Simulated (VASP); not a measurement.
Cu12H, 13 atoms in the cell. The cell holds a slab with vacuum, 13 atoms: a = 5.038 Å, b = 5.038 Å, c = 20.662 Å, α = 90.00°, β = 90.00°, γ = 90.00°. 

| Item | Value |
| --- | --- |
| Program | VASP 6.6.1 |
| Task | single point |
| Functional | PBE |
| Dispersion | D3(BJ) |
| Potentials or basis | VASP PAW PBE potentials, release 64 (Cu, H) |
| Cutoff | 520 eV |
| k mesh | 5 × 5 × 1 |
| Occupations | gaussian, width 0.1 eV |
| Spin | no spin polarisation |
| Dipole correction | yes |
| Further INCAR settings | ALGO = Normal; EDIFF = 1e-07; NBANDS = 78 |

Potentials or basis: VASP PAW PBE potentials, release 64 (Cu, H).

Command:

```bash
$ cat potpaw_PBE.64/Cu/POTCAR potpaw_PBE.64/H/POTCAR > POTCAR
$ mpirun -np 1 vasp_std > vasp.out
```

Hardware: 1 thread of Intel(R) Xeon(R) 6975P-C (Granite Rapids), on a shared host.

Problem. Estimate the wall time of this run.

Solution. Run time: 6.9 min on 1 thread of Intel(R) Xeon(R) 6975P-C (Granite Rapids), with other jobs on the host, peak memory 0.63 GiB. Counts: scf iterations 32, k points 6.
